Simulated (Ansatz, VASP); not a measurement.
# BP4 in VASP and in Ansatz

```
B P
1.0
     3.18971    0.00000    0.00000
    -1.59485    2.76237    0.00000
     0.00000    0.00000    7.78289
B P
1 4
Direct
  0.00000 0.00000 0.00000
  0.33333 0.66667 0.85636
  0.33333 0.66667 0.41242
  0.66667 0.33333 0.14364
  0.66667 0.33333 0.58758
```

Change from the starting cell: species swapped into the Co4H type (P-3m1, No. 164).

Alike in both runs: functional PBE; k mesh 12 × 12 × 6; occupations gaussian, width 0.1 eV; no spin polarisation.

Ansatz relaxed the structure, and its values are those at the end. VASP's run is a single point on that final structure, the one shown.

|  | VASP | Ansatz |
| --- | --- | --- |
| version | VASP 6.6.1 | Ansatz 0.2.0 |
| potentials or method | VASP PAW PBE potentials, release 64 (B, P), cutoff 520 eV | scalar-relativistic, plane waves, PAW |
| valence electrons in the cell | 23 | 23 |

|  | VASP | Ansatz | Ansatz less VASP |
| --- | --- | --- | --- |
| gap on the k mesh at the Fermi level (eV) | none | none | - |
| pressure (GPa) | -0.2 | 0.0 | +0.24 |
| rms of the force components (eV/Å) | 0.025 | 0.000 | -0.0245 |

A gap of «none» marks a metal or a gap that the smearing closes. The functional is the same, so the differences come from potentials, cutoffs and numerics.
